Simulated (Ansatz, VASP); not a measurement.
One calculation of TiAl, two programs

```
Ti Al
1.0
     3.17906    0.00000    0.00000
     0.00000    3.17906    0.00000
     0.00000    0.00000    3.17906
Ti Al
1 1
Cartesian
  0.0000 0.0000 0.0000
  1.5895 1.5895 1.5895
```

Alike in both runs: task single point; functional HF; k mesh 4 × 4 × 4; occupations fermi-dirac, width 0.05 eV; no spin polarisation.

|  | VASP | Ansatz |
| --- | --- | --- |
| version | VASP 6.6.1 | Ansatz 0.2.0 |
| potentials or method | VASP PAW PBE potentials, release 64 (Ti_sv, Al) | Ansatz PAW |
| plane-wave cutoff (eV) | 520 | 420 |
| valence electrons in the cell | 15 | 15 |

Ansatz gave:

```
gap on the k mesh at the Fermi level (eV) : none
pressure (GPa)                            : 3.1
```

Problem. Estimate VASP's values.

Solution. gap on the k mesh at the Fermi level (eV): none; pressure (GPa): 5.5.

VASP's potentials were made for PBE, not for HF. A gap of «none» marks a metal or a gap that the smearing closes. The functional is the same, so the differences come from potentials, cutoffs and numerics.

The k mesh is coarse, so the values compare programs but aren't converged.
